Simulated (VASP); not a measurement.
# LaAl3N2 (R-3m) in VASP: relaxation of cell and atoms with PBE

Aim: the relaxation of cell and atoms of LaAl3N2 with PBE.

Everything below comes from runs of VASP 6.6.1. Logs are shortened: lines on timing, memory, paths and dates and some standing lists are left out, and cuts for length are marked.

## Step 1: The cell of the first run

Symmetry: R-3m, No. 166, trigonal system. Conventional cell: a = 4.901 Å, b = 4.901 Å, c = 13.293 Å, α = 90.00°, β = 90.00°, γ = 120.00°. La (site symmetry -3m) has 6 N at 2.86 Å and 14 Al at 3.02 to 3.59 Å within 3.8 Å. Al (site symmetry -3m) has 2 N at 1.80 Å within 2.4 Å. Within 2.4 Å of Al (site symmetry 3m) lie 1 N at 1.82 Å. Within 2.4 Å of N (site symmetry 3m) lie 2 Al at 1.80 to 1.82 Å.

The cell was generated, and may not be a known phase.

## Step 2: Relaxation of cell and atoms, PBE

INCAR

```
PREC = Accurate
ENCUT = 600
EDIFF = 1E-6
ISMEAR = 0
SIGMA = 0.1
LREAL = F
LASPH = T
NELM = 80
ALGO = Normal
ISIF = 3
LWAVE = F
LCHARG = F
GGA = PE
IBRION = 2
NSW = 100
EDIFFG = -0.01
```

KPOINTS

```
Automatic mesh
0
Gamma
  12 12 12
```

POSCAR

```
LaAl3N2
1.0
    2.4506778072      1.4148994917      4.4310759595
   -2.4506778072      1.4148994917      4.4310759595
    0.0000000000     -2.8297989833      4.4310759595
La Al N
1 3 2
Direct
    0.0000000000      0.0000000000      0.0000000000
    0.5000000000      0.5000000000      0.5000000000
    0.7727015513      0.7727015513      0.7727015513
    0.2272984487      0.2272984487      0.2272984487
    0.6356749851      0.6356749851      0.6356749851
    0.3643250149      0.3643250149      0.3643250149
```

Potentials or basis: VASP PAW PBE potentials, release 64 (La, Al, N).

The run is started by

```bash
> cat potpaw_PBE.64/La/POTCAR potpaw_PBE.64/Al/POTCAR potpaw_PBE.64/N/POTCAR > POTCAR
> mpirun -np 1 vasp_std > vasp.out
```

OUTCAR:

```text
PREC = Accurate
   ENCUT = 600
   EDIFF = 1E-6
   ISMEAR = 0
   LREAL = F
   LASPH = T
   NELM = 80
   ISIF = 3
   GGA = PE
   IBRION = 2
   NSW = 100
   EDIFFG = -0.01

 ion  position               nearest neighbor table
   1  0.000  0.000  0.000-   3 3.02   4 3.02   3 3.16   4 3.16   3 3.16   3 3.16   4 3.16   4 3.16

   2  0.500  0.500  0.500-   5 1.80   6 1.80   4 2.94   3 2.94   4 2.94   4 2.94   3 2.94   3 2.94

   3  0.773  0.773  0.773-   5 1.82   2 2.94   2 2.94   2 2.94   1 3.02   1 3.16   1 3.16   1 3.16
                             4 3.26   4 3.26   4 3.26
   4  0.227  0.227  0.227-   6 1.82   2 2.94   2 2.94   2 2.94   1 3.02   1 3.16   1 3.16   1 3.16
                             3 3.26   3 3.26   3 3.26
   5  0.636  0.636  0.636-   2 1.80   3 1.82
   6  0.364  0.364  0.364-   2 1.80   4 1.82

  LATTYP: Found a trigonal (rhomboedric) cell.
 ALAT       =     5.2575846589
 COS(alpha) =     0.5654598775

  Lattice vectors:

 A1 = (   2.4506778072,   1.4148994917,   4.4310759595)
 A2 = (  -2.4506778072,   1.4148994917,   4.4310759595)
 A3 = (   0.0000000000,  -2.8297989833,   4.4310759595)

Analysis of symmetry for initial positions (statically):
=====================================================================
 Subroutine PRICEL returns:
 Original cell was already a primitive cell.

 Routine SETGRP: Setting up the symmetry group for a
 trigonal (rhombohedral) supercell.

 Subroutine GETGRP returns: Found 12 space group operations
 (whereof 12 operations were pure point group operations)
 out of a pool of 12 trial point group operations.

The static configuration has the point symmetry D_3d.

Analysis of symmetry for dynamics (positions and initial velocities):
=====================================================================
 Subroutine PRICEL returns:
 Original cell was already a primitive cell.

 Routine SETGRP: Setting up the symmetry group for a
 trigonal (rhombohedral) supercell.

 Subroutine GETGRP returns: Found 12 space group operations
 (whereof 12 operations were pure point group operations)
 out of a pool of 12 trial point group operations.

The dynamic configuration has the point symmetry D_3d.

 Subroutine INISYM returns: Found 12 space group operations
 (whereof 12 operations are pure point group operations),
 and found     1 'primitive' translations

[... 109 lines left out ...]
   ISYM   =      2    0-nonsym 1-usesym 2-fastsym
   POTIM  = 0.5000    time-step for ionic-motion
   TEBEG  =    0.0;   TEEND  =   0.0 temperature during run
   PSTRESS=    0.0 pullay stress
   NELECT =      30.0000    total number of electrons
   NUPDOWN=      -1.0000    fix difference up-down
   EMIN   =  10.00;   EMAX   =-10.00  energy-range for DOS
   EFERMI =   0.00;   METHOD = LEGACY
   ISMEAR =     0;   SIGMA  =   0.10  broadening in eV -4-tet -1-fermi 0-gaus
   EFERMI_NEDOS =   21; number of points for ismear=-14 and -15
   IALGO  =     38    algorithm
   IMIX   =      4    mixing-type and parameters
     AMIX     =   0.40;   BMIX     =  1.00
     AMIX_MAG =   1.60;   BMIX_MAG =  1.00
  volume/ion in A,a.u.               =      15.36       103.69
  Fermi-wavevector in a.u.,A,eV,Ry     =   1.126050  2.127927 17.252045  1.267990
  Thomas-Fermi vector in A             =   2.262730
   LORBIT       =      0    0 simple, 1 ext, 2 COOP (PROOUT), +10 PAW based schemes
   GGA     = PE    functional components
   LHFCALC =     F    Hartree Fock is set to
   AEXX    =    0.0000 exact exchange contribution
   IVDW    =     0    specifies the selected vdW correction
   LEPSILON=     F    determine dielectric tensor
   LRPA    =     F    only Hartree local field effects (RPA)
 conjugate gradient relaxation of ions
 non-spin polarized calculation
 Gauss-broadening in eV      SIGMA  =   0.10
  energy-cutoff  :      600.00
  volume of cell :       92.19
 maximum number of plane-waves:      3098
   NGX = 21   NGY = 21   NGZ = 21

--------------------------------------- Ionic step        1  -------------------------------------------

 number of electron      30.0000002 magnetization

 Free energy of the ion-electron system (eV)
  ---------------------------------------------------
  ext. energy  EPLUGINS =         0.00000000
  ---------------------------------------------------
  free energy    TOTEN  =       -35.67553949 eV

  energy without entropy =      -35.67322447  energy(sigma->0) =      -35.67438198

------------------------ aborting loop because EDIFF is reached ----------------------------------------

  FORCE on cell =-STRESS in cart. coord.  units (eV):
  Direction    XX          YY          ZZ          XY          YZ          ZX
  --------------------------------------------------------------------------------------
  -------------------------------------------------------------------------------------
  Total        0.1226641      0.1226641     -0.1658913     -0.0000000     -0.0000000      0.0000000
  in kB        2.1318463      2.1318463     -2.8831140     -0.0000000     -0.0000000      0.0000000
  external PRESSURE =       0.4601928 kB  Pullay stress =       0.0000000 kB
[... 107 lines left out ...]
--------------------------------------- Ionic step        4  -------------------------------------------

 number of electron      30.0000002 magnetization

 Free energy of the ion-electron system (eV)
  ---------------------------------------------------
  ext. energy  EPLUGINS =         0.00000000
  ---------------------------------------------------
  free energy    TOTEN  =       -35.67588081 eV

  energy without entropy =      -35.67352085  energy(sigma->0) =      -35.67470083

 E-fermi :   8.2372     XC(G=0): -10.5583

 val. band max:        8.2302374851   @ k =   0.3333   0.3333   0.2500
 cond. band min:       8.2563473647   @ k =   0.4167   0.4167   0.2500
 fundamental gap:      0.0261098796
 Fermi energy:         8.2372487187

 k-point     1 :       0.0000    0.0000    0.0000
  band No.  band energies     occupation
      1     -24.1209      2.00000
      2      -8.1665      2.00000
      3      -7.8810      2.00000
      4      -7.8810      2.00000
      5      -6.7570      2.00000
      6      -5.1770      2.00000
[... 505 lines left out ...]
      6      -5.3747      2.00000
[... 11 lines left out ...]
     18      10.4830      0.00000
     19      10.5770      0.00000

 [... further k-points ...]

------------------------ aborting loop because EDIFF is reached ----------------------------------------

  FORCE on cell =-STRESS in cart. coord.  units (eV):
  Direction    XX          YY          ZZ          XY          YZ          ZX
  --------------------------------------------------------------------------------------
  -------------------------------------------------------------------------------------
  Total       -0.0141663     -0.0141663     -0.0575895      0.0000000     -0.0000000      0.0000000
  in kB       -0.2455632     -0.2455632     -0.9982719      0.0000000     -0.0000000      0.0000000
  external PRESSURE =      -0.4964661 kB  Pullay stress =       0.0000000 kB
[... 21 lines left out ...]
  FREE ENERGIE OF THE ION-ELECTRON SYSTEM (eV)
  ---------------------------------------------------
  free  energy   TOTEN  =       -35.6758808061 eV

  energy  without entropy=      -35.6735208543  energy(sigma->0) =      -35.67470083

 reached required accuracy - stopping structural energy minimisation
```

OSZICAR:

```text
N       E                     dE             d eps       ncg     rms          rms(c)
DAV:   1     0.272416770131E+03    0.27242E+03   -0.12721E+04  7182   0.215E+03
DAV:   2     0.320281335976E+02   -0.24039E+03   -0.22749E+03  9998   0.320E+02
DAV:   3    -0.352498062065E+02   -0.67278E+02   -0.64649E+02 11239   0.176E+02
DAV:   4    -0.410228047198E+02   -0.57730E+01   -0.57231E+01 12259   0.569E+01
[... 28 lines left out ...]
DAV:   2    -0.356759674024E+02    0.53120E-03   -0.21639E-03 11444   0.406E-01    0.473E-02
DAV:   3    -0.356758933384E+02    0.74064E-04   -0.31893E-04 12436   0.196E-01    0.169E-02
DAV:   4    -0.356758835048E+02    0.98336E-05   -0.37827E-05 13340   0.443E-02    0.802E-03
DAV:   5    -0.356758812611E+02    0.22436E-05   -0.12273E-05 10976   0.316E-02    0.393E-03
DAV:   6    -0.356758808061E+02    0.45504E-06   -0.39968E-06  8140   0.153E-02
   4 F= -.35675881E+02 E0= -.35674701E+02  d E =-.965491E-04
```

CONTCAR:

```text
LaAl3N2
   1.00000000000000
     2.4548404312838965    1.4173027838353152    4.4275930770647554
    -2.4548404312838965    1.4173027838353152    4.4275930770647554
     0.0000000000000000   -2.8346055675705393    4.4275930770647802
  La              Al              N
     1     3     2
Direct
     0.0000000000000000    0.0000000000000000    0.0000000000000000
     0.5000000000000000    0.5000000000000000    0.5000000000000000
     0.7727590336490686    0.7727590336490686    0.7727590336490686
     0.2272409663509314    0.2272409663509314    0.2272409663509314
     0.6358404891963207    0.6358404891963207    0.6358404891963207
     0.3641595108036792    0.3641595108036792    0.3641595108036792

  0.00000000E+00  0.00000000E+00  0.00000000E+00
  0.00000000E+00  0.00000000E+00  0.00000000E+00
  0.00000000E+00  0.00000000E+00  0.00000000E+00
  0.00000000E+00  0.00000000E+00  0.00000000E+00
  0.00000000E+00  0.00000000E+00  0.00000000E+00
  0.00000000E+00  0.00000000E+00  0.00000000E+00
```

Run time: 28 min. Hardware: 1 thread of Intel Xeon Platinum 8488C (Sapphire Rapids), shared host; peak memory 0.66 GiB.

What came out:

- Free energy: -35.6759 eV
- Relaxed volume: 15.40 Å³/atom
- Relaxed cell: a = 5.257 Å, b = 5.257 Å, c = 5.257 Å, α = 55.67°, β = 55.67°, γ = 55.67°
- Space group after relaxing (to 0.1 Å): R-3m (No. 166)
- Energy gained by relaxing: 0.1 meV/atom
- Ionic steps: 4
- Pressure after relaxing: 0.0 GPa
- Largest force after relaxing: 0.008 eV/Å
- Band gap on the k mesh: zero (bands 15 and 16 overlap by 0.31 eV)

Forces in eV/Å, atoms in the order of the input:
```
La   0.000  0.000  0.000
Al   0.000  0.000  0.000
Al   0.000  0.000  0.002
Al   0.000  0.000 -0.002
N    0.000  0.000 -0.008
N    0.000  0.000  0.008
```

Step by step:
| step | energy change (eV) | largest force (eV/Å) | pressure (GPa) | volume (Å³) |
| --- | --- | --- | --- | --- |
| 1 | 0.0000 | 0.0462 | 0.05 | 92.19 |
| 2 | -0.0002 | 0.0471 | 0.18 | 92.25 |
| 3 | -0.0002 | 0.0300 | 0.15 | 92.23 |
| 4 | -0.0003 | 0.0076 | -0.05 | 92.43 |

Final structure:
```xyz
6
Lattice="2.4548 1.4173 4.4276 -2.4548 1.4173 4.4276 0.0000 -2.8346 4.4276" Properties=species:S:1:pos:R:3 pbc="T T T"
La    0.0000    0.0000    0.0000
Al    0.0000    0.0000    6.6414
Al    0.0000    0.0000   10.2644
Al    0.0000    0.0000    3.0184
N     0.0000    0.0000    8.4457
N     0.0000    0.0000    4.8371
```

Caveat: spin-orbit coupling is left out, which moves the levels of the heavy elements.

The gap in the log of VASP goes by the Fermi energy; the results here count the filled bands.